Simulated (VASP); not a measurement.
Here is a VASP 6.6.1 calculation.

The input INCAR:

```
SYSTEM = TiC
PREC = Accurate ; ENCUT = 520
EDIFF = 1E-8 ; ISMEAR = -1
SIGMA = 0.03 ; LREAL = .False.
LASPH = .True. ; NELM = 80
ALGO = Normal ; ISIF = 2
LWAVE = .False. ; LCHARG = .False.
GGA = PE ; LEFG = .True.
NBANDS = 15
```

KPOINTS

```
regular mesh
0
Gamma
  16 16 16
  0 0 0
```

POSCAR

```
TiC
1.0
    0.0000000000      2.2072800000      2.1640000000
    2.2072800000      0.0000000000      2.1640000000
    2.2072800000      2.2072800000      0.0000000000
Ti C
1 1
Direct
    0.0000000000      0.0000000000      0.0000000000
    0.5000000000      0.5000000000      0.5000000000
```

Potentials or basis: VASP PAW PBE potentials, release 64 (Ti_sv, C).

Launch:

```bash
$ cat potpaw_PBE.64/Ti_sv/POTCAR potpaw_PBE.64/C/POTCAR > POTCAR
$ mpirun -np 1 vasp_std > vasp.out
```

Task: Estimate the band gap on the k mesh.

Result: Zero (band 8 reaches 9.75 eV, above the bottom of band 9 at 8.47 eV).

Task: Estimate the pressure.

Result: -8.0 GPa.

Electric field gradients, principal values (V/Å²):
```
atom  least  middle  greatest (by size)
1 Ti  7.643   7.644             -15.288
 2 C  1.265   1.266              -2.531
```

Caveat: the cell differs from its parent crystal (equal xx and yy strain of +2 %); without QUAD_EFG the Cq values of the log hold for a quadrupole moment of 1 mb, not for the nuclei.
